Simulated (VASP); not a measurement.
Input of a VASP 6.6.1 run:

File POSCAR:

```
C
1.0
    1.7801417073     -1.7801417073      0.0000000000
    1.7801417073      0.0000000000     -1.7801417073
    8.3072092914      6.5272455983      6.5272455983
C
12
Direct
    0.5763868067      0.5763868067      0.2708666667
   -0.0347298600     -0.0347298600      0.1042000000
    0.1875034733      0.1875034733      0.4375333333
    0.4097368067      0.4097368067      0.7708666667
    0.7986201400      0.7986201400      0.6042000000
    0.0208534733      0.0208534733      0.9375333333
    0.5347243067      0.5347243067      0.3958666667
    0.9236076400      0.9236076400      0.2292000000
    0.1458409733      0.1458409733      0.5625333333
    0.3680743067      0.3680743067      0.8958666667
   -0.2430423600     -0.2430423600      0.7292000000
    0.3124909733      0.3124909733      0.0625333333
```

INCAR.step1

```
ALGO = Normal
EDIFF = 1E-4
ENCUT = 520
GGA = PE
ISMEAR = 0
LASPH = T
LCHARG = F
LREAL = F
LWAVE = T
NBANDS = 36
NELM = 80
PREC = Accurate
SIGMA = 0.05
```

File INCAR.step2:

```
ALGO = Normal
EDIFF = 1E-6
ENCUT = 520
ISIF = 2
ISMEAR = 0
ISTART = 1
LASPH = T
LCHARG = F
LMIXTAU = T
LREAL = F
LWAVE = F
METAGGA = R2SCAN
NBANDS = 36
NELM = 80
PREC = Accurate
SIGMA = 0.05
```

File KPOINTS:

```
k-points
0
Gamma
  10 10 2
```

Potentials or basis: VASP PAW PBE potentials, release 64 (C).

Run with:

```console
$ cat potpaw_PBE.64/C/POTCAR > POTCAR
$ cp INCAR.step1 INCAR
$ mpirun -np 1 vasp_std > vasp.out
$ cp INCAR.step2 INCAR
$ mpirun -np 1 vasp_std > vasp.out
```

Problem. Estimate the band gap on the k mesh.

Solution. Zero (bands 24 and 25 overlap by 0.65 eV).

Problem. Estimate the largest force.

Solution. 5.812 eV/Å.

Forces in eV/Å, atoms in the order of the input:
```
C   -0.165 -0.160 -0.160
C    0.239  0.242  0.242
C   -0.093 -0.087 -0.087
C   -0.701 -0.696 -0.696
C   -0.103 -0.097 -0.097
C   -3.354 -3.357 -3.357
C    0.103  0.097  0.097
C    0.701  0.696  0.696
C    0.093  0.087  0.087
C   -0.239 -0.242 -0.242
C    0.165  0.160  0.160
C    3.354  3.357  3.357
```

Caveat: the PAW data sets were made with another functional, which shifts forces and pressure a little.
